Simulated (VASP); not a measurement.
# Sn (Im-3m) in VASP: notebook

The runs below take Sn through single point, with PBE.

All numbers are computed with VASP 6.6.1; they aren't measurements. Logs are shortened: lines on timing, memory, paths and dates and some standing lists are left out, and cuts for length are marked.

**1. The cell of the first run**

Symmetry: Im-3m, No. 229, cubic system. Conventional cell: a = 3.802 Å, b = 3.802 Å, c = 3.802 Å, α = 90.00°, β = 90.00°, γ = 90.00°. Within 4.3 Å of Sn (site symmetry m-3m) lie 14 Sn at 3.29 to 3.80 Å.

**2. Single point, PBE, non-collinear spin, zero start, spin-orbit coupling**

INCAR reads:

```
SYSTEM = Sn
PREC = Accurate ; ENCUT = 500
EDIFF = 1E-6 ; ISMEAR = 0
SIGMA = 0.05 ; LREAL = .FALSE.
LASPH = .TRUE. ; NELM = 200
ALGO = Normal ; ISIF = 2
LWAVE = .FALSE. ; LCHARG = .FALSE.
LNONCOLLINEAR = .TRUE. ; MAGMOM = 0 0 0
LORBIT = 11 ; LSORBIT = .TRUE.
GGA_COMPAT = .FALSE. ; LORBMOM = .TRUE.
GGA = PE ; NBANDS = 25
```

KPOINTS reads:

```
Automatic mesh
0
G
  10 10 10
  0 0 0
```

POSCAR reads:

```
Sn
1.0
   -1.9009315874      1.9009315874      1.9009315874
    1.9009315874     -1.9009315874      1.9009315874
    1.9009315874      1.9009315874     -1.9009315874
Sn
1
Direct
    0.0000000000      0.0000000000      0.0000000000
```

Potentials or basis: VASP PAW PBE potentials, release 64 (Sn_d).

Run with:

```console
cat potpaw_PBE.64/Sn_d/POTCAR > POTCAR
mpirun -np 1 vasp_ncl > vasp.out
```

OUTCAR:

```text
SYSTEM = Sn
   PREC = Accurate
   ENCUT = 500
   EDIFF = 1E-6
   ISMEAR = 0
   LREAL = .FALSE.
   LASPH = .TRUE.
   NELM = 200
   ISIF = 2
   LNONCOLLINEAR = .TRUE.
   LORBIT = 11
   LSORBIT = .TRUE.
   GGA = PE

 ion  position               nearest neighbor table
   1  0.000  0.000  0.000-

  LATTYP: Found a body centered cubic cell.
 ALAT       =     3.8018631748

  Lattice vectors:

 A1 = (  -1.9009315874,   1.9009315874,   1.9009315874)
 A2 = (   1.9009315874,  -1.9009315874,   1.9009315874)
 A3 = (   1.9009315874,   1.9009315874,  -1.9009315874)

Analysis of symmetry for initial positions (statically):
=====================================================================
 Subroutine PRICEL returns:
 Original cell was already a primitive cell.

 Routine SETGRP: Setting up the symmetry group for a
 body centered cubic supercell.

 Subroutine GETGRP returns: Found 48 space group operations
 (whereof 48 operations were pure point group operations)
 out of a pool of 48 trial point group operations.

The static configuration has the point symmetry O_h .

Analysis of symmetry for dynamics (positions and initial velocities):
=====================================================================
 Subroutine PRICEL returns:
 Original cell was already a primitive cell.

 Routine SETGRP: Setting up the symmetry group for a
 body centered cubic supercell.

 Subroutine GETGRP returns: Found 48 space group operations
 (whereof 48 operations were pure point group operations)
 out of a pool of 48 trial point group operations.

The dynamic configuration has the point symmetry O_h .

Analysis of structural, dynamic, and magnetic symmetry:
=====================================================================
 Subroutine PRICEL returns:
 Original cell was already a primitive cell.

 Routine SETGRP: Setting up the symmetry group for a
 body centered cubic supercell.

 Subroutine GETGRP returns: Found 48 space group operations
 (whereof 48 operations were pure point group operations)
 out of a pool of 48 trial point group operations.

The overall configuration has the point symmetry O_h .

 Subroutine INISYM returns: Found 48 space group operations
 (whereof 48 operations are pure point group operations),
 and found     1 'primitive' translations

----------------------------------------------------------------------------------------

                                     Primitive cell

  volume of cell :      27.4764

  direct lattice vectors                    reciprocal lattice vectors
    -1.900931587  1.900931587  1.900931587     0.000000000  0.263028929  0.263028929
     1.900931587 -1.900931587  1.900931587     0.263028929  0.000000000  0.263028929
     1.900931587  1.900931587 -1.900931587     0.263028929  0.263028929  0.000000000

  length of vectors
     3.292510091  3.292510091  3.292510091     0.371979079  0.371979079  0.371979079

  position of ions in fractional coordinates (direct lattice)
     0.000000000  0.000000000  0.000000000

  ion indices of the primitive-cell ions
   primitive index   ion index
                 1           1

----------------------------------------------------------------------------------------

 KPOINTS: Automatic mesh

Automatic generation of k-mesh.
 Grid dimensions read from file:
 generate k-points for:   10   10   10

 Generating k-lattice:

  Cartesian coordinates                     Fractional coordinates (reciprocal lattice)
     0.000000000  0.026302893  0.026302893     0.100000000  0.000000000  0.000000000
     0.026302893  0.000000000  0.026302893     0.000000000  0.100000000  0.000000000
     0.026302893  0.026302893  0.000000000     0.000000000  0.000000000  0.100000000

  Length of vectors
     0.037197908  0.037197908  0.037197908

  Shift w.r.t. Gamma in fractional coordinates (k-lattice)
     0.000000000  0.000000000  0.000000000

[... 41 lines left out ...]
   PREC   = accura    normal or accurate (medium, high low for compatibility)
   ISTART =      0    job   : 0-new  1-cont  2-samecut
   ICHARG =      2    charge: 1-file 2-atom 10-const
   ISPIN  =      1    spin polarized calculation?
   LNONCOLLINEAR =      T non collinear calculations
   LSORBIT =      T    spin-orbit coupling
   LASPH  =      T    aspherical Exc in radial PAW
   ENCUT  =  500.0 eV  36.75 Ry    6.06 a.u.   6.00  6.00  6.00*2*pi/ulx,y,z
   NELM   =    200;   NELMIN=  2; NELMDL= -5     # of ELM steps
   EDIFF  = 0.1E-05   stopping-criterion for ELM
   LREAL  =      F    real-space projection
   EDIFFG = 0.1E-04   stopping-criterion for IOM
   NSW    =      0    number of steps for IOM
   IBRION =     -1    ionic relax: 0-MD 1-quasi-New 2-CG
   NFREE  =      0    steps in history (QN), initial steepest desc. (CG)
   ISIF   =      2    stress and relaxation
   ISYM   =      2    0-nonsym 1-usesym 2-fastsym
   POTIM  = 0.5000    time-step for ionic-motion
   TEBEG  =    0.0;   TEEND  =   0.0 temperature during run
   PSTRESS=    0.0 pullay stress
   NELECT =      14.0000    total number of electrons
   NUPDOWN=      -1.0000    fix difference up-down
   EMIN   =  10.00;   EMAX   =-10.00  energy-range for DOS
   EFERMI =   0.00;   METHOD = LEGACY
   ISMEAR =     0;   SIGMA  =   0.05  broadening in eV -4-tet -1-fermi 0-gaus
   EFERMI_NEDOS =   21; number of points for ismear=-14 and -15
   IALGO  =     38    algorithm
   IMIX   =      4    mixing-type and parameters
     AMIX     =   0.40;   BMIX     =  1.00
     AMIX_MAG =   1.60;   BMIX_MAG =  1.00
  volume/ion in A,a.u.               =      27.48       185.42
  Fermi-wavevector in a.u.,A,eV,Ry     =   1.307568  2.470946 23.262352  1.709735
  Thomas-Fermi vector in A             =   2.438294
   LORBIT       =     11    0 simple, 1 ext, 2 COOP (PROOUT), +10 PAW based schemes
   GGA     = PE    functional components
   LHFCALC =     F    Hartree Fock is set to
   AEXX    =    0.0000 exact exchange contribution
   IVDW    =     0    specifies the selected vdW correction
   LEPSILON=     F    determine dielectric tensor
   LRPA    =     F    only Hartree local field effects (RPA)
 Gauss-broadening in eV      SIGMA  =   0.05
  energy-cutoff  :      500.00
  volume of cell :       27.48
 maximum number of plane-waves:      1418
   NGX = 13   NGY = 13   NGZ = 13

 number of electron      14.0000000 magnetization       0.0000000      0.0000000      0.0000000

 number of electron      14.0000003 magnetization      -0.0000000      0.0000000      0.0000000

 number of electron      14.0000003 magnetization       0.0000000     -0.0000000     -0.0000000

 Free energy of the ion-electron system (eV)
  ---------------------------------------------------
  ext. energy  EPLUGINS =         0.00000000
  ---------------------------------------------------
  free energy    TOTEN  =        -3.81661114 eV

  energy without entropy =       -3.81608654  energy(sigma->0) =       -3.81634884

 E-fermi :   7.8853     XC(G=0): -10.3166

 val. band max:        7.8460174583   @ k =   0.2000   0.2000   0.2000
 cond. band min:       7.9119787233   @ k =   0.3000   0.0000   0.0000
 fundamental gap:      0.0659612650
 Fermi energy:         7.8853246119

 k-point     1 :       0.0000    0.0000    0.0000
  band No.  band energies     occupation
      1     -14.1689      1.00000
      2     -14.1689      1.00000
      3     -14.1689      1.00000
      4     -14.1689      1.00000
      5     -13.1882      1.00000
      6     -13.1882      1.00000
[... 661 lines left out ...]
     24      18.8883      0.00000
     25      24.6324      0.00000

 [... further k-points ...]
[... 5 lines left out ...]
  --------------------------------------------------------------------------------------
  -------------------------------------------------------------------------------------
  Total       -0.0004377     -0.0004377     -0.0004377     -0.0000000     -0.0000000     -0.0000000
  in kB       -0.0255233     -0.0255233     -0.0255233     -0.0000000     -0.0000000     -0.0000000
  external PRESSURE =      -0.0255233 kB  Pullay stress =       0.0000000 kB

 VOLUME and BASIS-vectors are now :
 -----------------------------------------------------------------------------
  energy-cutoff  :      500.00
  volume of cell :       27.48
      direct lattice vectors                 reciprocal lattice vectors
    -1.900931587  1.900931587  1.900931587     0.000000000  0.263028929  0.263028929
     1.900931587 -1.900931587  1.900931587     0.263028929  0.000000000  0.263028929
     1.900931587  1.900931587 -1.900931587     0.263028929  0.263028929  0.000000000

 POSITION                                       TOTAL-FORCE (eV/Angst)
 -----------------------------------------------------------------------------------
      0.00000      0.00000      0.00000         0.000000     -0.000000      0.000000
 -----------------------------------------------------------------------------------
    total drift:                                0.000000      0.000000     -0.000000

  FREE ENERGIE OF THE ION-ELECTRON SYSTEM (eV)
  ---------------------------------------------------
  free  energy   TOTEN  =        -3.8166111392 eV

  energy  without entropy=       -3.8160865407  energy(sigma->0) =       -3.81634884

 orbital moment (x)

 # of ion     p       d       tot
 ----------------------------------------
  1        -0.000   0.000  -0.000
 ----------------------------------------
           -0.000   0.000  -0.000

 orbital moment (y)

 # of ion     p       d       tot
 ----------------------------------------
  1         0.000   0.000   0.000
 ----------------------------------------
            0.000   0.000   0.000

 orbital moment (z)

 # of ion     p       d       tot
 ----------------------------------------
  1         0.000   0.000   0.000
 ----------------------------------------
            0.000   0.000   0.000

 Spin-Orbit-Coupling matrix elements

 Ion:    1  E_soc:     -0.1114160
 l=   1
     0.0000000    -0.0124345    -0.0124345
    -0.0124345     0.0000000    -0.0124345
    -0.0124345    -0.0124345     0.0000000
 l=   2
     0.0000000    -0.0012149     0.0000000    -0.0012149    -0.0049199
    -0.0012149     0.0000000    -0.0036900    -0.0012149    -0.0012300
     0.0000000    -0.0036900     0.0000000    -0.0036900     0.0000000
    -0.0012149    -0.0012149    -0.0036900     0.0000000    -0.0012300
    -0.0049199    -0.0012300     0.0000000    -0.0012300     0.0000000
 l=   3
     0.0000000     0.0000000     0.0000000     0.0000000     0.0000000     0.0000000     0.0000000
     0.0000000     0.0000000     0.0000000     0.0000000     0.0000000     0.0000000     0.0000000
     0.0000000     0.0000000     0.0000000     0.0000000     0.0000000     0.0000000     0.0000000
     0.0000000     0.0000000     0.0000000     0.0000000     0.0000000     0.0000000     0.0000000
     0.0000000     0.0000000     0.0000000     0.0000000     0.0000000     0.0000000     0.0000000
     0.0000000     0.0000000     0.0000000     0.0000000     0.0000000     0.0000000     0.0000000
     0.0000000     0.0000000     0.0000000     0.0000000     0.0000000     0.0000000     0.0000000

 total charge

# of ion       s       p       d       tot
------------------------------------------
    1        1.286   0.885   9.971  12.143

 magnetization (x)

# of ion       s       p       d       tot
------------------------------------------
    1        0.000  -0.000   0.000  -0.000

 magnetization (y)

# of ion       s       p       d       tot
------------------------------------------
    1       -0.000  -0.000  -0.000  -0.000

 magnetization (z)

# of ion       s       p       d       tot
------------------------------------------
    1        0.000  -0.000   0.000  -0.000
```

Wall time 65 s (1 thread of Intel Xeon 8259CL, shared host); peak memory 0.21 GiB.

Results:

```
Free energy                                           : -3.8166 eV
Pressure                                              : 0.0 GPa
Net moment                                            : 0.00 μB per cell
Valence electrons inside the program's atomic spheres : Sn 12.14
```

Moments on the atoms (μB; x, y, z):
```
Sn  0.00 0.00 0.00
```

**3. Single point, PBE**

INCAR reads:

```
ALGO = Normal ; EDIFF = 1E-7
ENCUT = 520 ; GGA = PE
ISIF = 2 ; ISMEAR = 0
LASPH = T ; LCHARG = F
LREAL = F ; LWAVE = F
NBANDS = 13 ; NELM = 100
PREC = Accurate ; SIGMA = 0.05
```

KPOINTS reads:

```
k-points
0
Gamma
  12 12 12
```

POSCAR is that of step 2.

Potentials or basis: VASP PAW PBE potentials, release 64 (Sn_d).

Run with:

```console
cat potpaw_PBE.64/Sn_d/POTCAR > POTCAR
mpirun -np 1 vasp_std > vasp.out
```

Run time: 7.1 s. Hardware: 1 thread of Intel Xeon 6975P-C (Granite Rapids), shared host; peak memory 0.15 GiB.

The run converged. Its results:

| Quantity | Value |
| --- | --- |
| Free energy | -3.7763 eV |
| Pressure | 0.0 GPa |
| Band gap on the k mesh | zero (band 7 reaches 15.83 eV, above the bottom of band 8 at 5.53 eV) |

Levels at points of the mesh, in eV from the Fermi level:
```csv
k point,band 5,band 6,band 7,band 8,band 9,band 10
"(0.00, 0.00, 0.00)",-21.45,-11.02,7.85,7.85,7.85,12.08
"(0.50, 0.00, 0.00)",-21.36,-6.42,-4.38,3.56,5.39,7.88
"(0.50, 0.50, 0.50)",-21.38,-2.55,-0.48,-0.48,-0.48,3.82
```

Caveat: spin-orbit coupling is left out, which moves the levels of the heavy elements.

**4. Single point, PBE, non-collinear spin, zero start, spin-orbit coupling (volume scaled by 0.96)**

INCAR reads:

```
PREC     = Accurate       # precision mode
ENCUT    = 520            # plane-wave cutoff, eV
EDIFF    = 1E-7           # SCF threshold, eV
ISMEAR   = 0              # smearing method
SIGMA    = 0.05           # smearing width, eV
LREAL    = False          # projectors in reciprocal space
LASPH    = True           # aspherical terms in the spheres
NELM     = 150            # most SCF steps
ALGO     = Fast           # electronic algorithm
ISIF     = 2              # what is computed and relaxed
LWAVE    = False          # write WAVECAR
LCHARG   = True           # write CHGCAR
LNONCOLLINEAR= True           # non-collinear magnetism
MAGMOM   = 0 0 0          # initial moments
LORBIT   = 11             # projections on sites
LSORBIT  = True           # spin-orbit coupling
GGA_COMPAT= False        
LORBMOM  = True         
GGA      = PE             # functional
LVHAR    = True         
NBANDS   = 25             # bands
```

KPOINTS reads:

```
Automatic mesh
0
Gamma
  8 8 8
```

POSCAR reads:

```
Sn
1.0
   -1.8752401733      1.8752401733      1.8752401733
    1.8752401733     -1.8752401733      1.8752401733
    1.8752401733      1.8752401733     -1.8752401733
Sn
1
Direct
    0.0000000000      0.0000000000      0.0000000000
```

Run with:

```console
cat potpaw_PBE.64/Sn_d/POTCAR > POTCAR
mpirun -np 1 vasp_ncl > vasp.out
```

Wall time 21 s (1 thread of Intel Xeon 6975P-C (Granite Rapids), shared host); peak memory 0.2 GiB.

The run converged. Its results:

| Item | Value |
| --- | --- |
| Free energy | -3.8002 eV |
| Pressure | 2.5 GPa |
| Net moment | 0.00 μB per cell |
| Valence electrons inside the program's atomic spheres | Sn 12.17 |

Moments on the atoms (μB; x, y, z):
```
Sn  0.00 0.00 0.00
```

**5. Overview**

| spin | cell | k mesh | cutoff (eV) | pressure (GPa) | moment (μB) |
| --- | --- | --- | --- | --- | --- |
| non-collinear, zero start, SOC | a = 3.293 Å, angles 109.5°, 1 atom | 10 × 10 × 10 | 500 | 0.0 | 0.00 |
| off | a = 3.293 Å, angles 109.5°, 1 atom | 12 × 12 × 12 | 520 | 0.0 | - |
| non-collinear, zero start, SOC | a = 3.248 Å, angles 109.5°, 1 atom | 8 × 8 × 8 | 520 | 2.5 | 0.00 |

Alike in all rows: task single point; level PBE; potentials or basis VASP PAW PBE potentials, release 64 (Sn_d); smearing gaussian 0.05 eV.

Caveats: spin-orbit coupling is left out, which moves the levels of the heavy elements (some runs).

Total energies depend on the potentials used, so only differences within one code and one set of settings carry meaning.
